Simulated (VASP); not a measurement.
Here is a VASP 6.6.1 calculation.

File POSCAR:

```
TiO3
1.0
    3.1820556788      0.0000000000      0.0000000000
    0.0000000000      3.1820556788      0.0000000000
    0.0000000000      0.0000000000      3.1820556788
Ti O
1 3
Direct
    0.0000000000      0.0000000000      0.0000000000
    0.0000000000      0.5000000000      0.5000000000
    0.5000000000      0.0000000000      0.5000000000
    0.5000000000      0.5000000000      0.0000000000
```

The input INCAR.step1:

```
SYSTEM = TiO3
PREC = Accurate
ENCUT = 1480
ISMEAR = 0
SIGMA = 0.1
LREAL = .FALSE.
LASPH = .TRUE.
NELM = 120
NBANDS = 23
GGA = PE
ALGO = Normal
EDIFF = 1E-5
LWAVE = .TRUE.
LCHARG = .FALSE.
GGA_COMPAT = .FALSE.
```

File INCAR.step2:

```
SYSTEM = TiO3
PREC = Accurate
ENCUT = 1480
EDIFF = 1E-6
ISMEAR = 0
SIGMA = 0.1
LREAL = .FALSE.
LASPH = .TRUE.
NELM = 120
ALGO = Normal
ISIF = 2
LWAVE = .FALSE.
LCHARG = .FALSE.
METAGGA = R2SCAN
LMIXTAU = .TRUE.
NBANDS = 23
ISTART = 1
GGA_COMPAT = .FALSE.
```

The input KPOINTS:

```
regular mesh
0
G
  6 6 6
  0 0 0
```

Potentials or basis: VASP PAW PBE potentials, release 64 (Ti_sv, O_h).

Command:

```sh
$ cat potpaw_PBE.64/Ti_sv/POTCAR potpaw_PBE.64/O_h/POTCAR > POTCAR
$ cp INCAR.step1 INCAR
$ mpirun -np 1 vasp_std > vasp.out
$ cp INCAR.step2 INCAR
$ mpirun -np 1 vasp_std > vasp.out
```

(1) Predict the pressure.

(2) Predict the band gap on the k mesh.

## Answers

(1) 0.8 GPa.

(2) zero (bands 15 and 16 overlap by 1.40 eV).

Caveat: the PAW data sets were made with another functional, which shifts forces and pressure a little; semilocal functionals often make such compounds metallic where correlation or magnetic order opens a gap, which also shifts bond lengths.
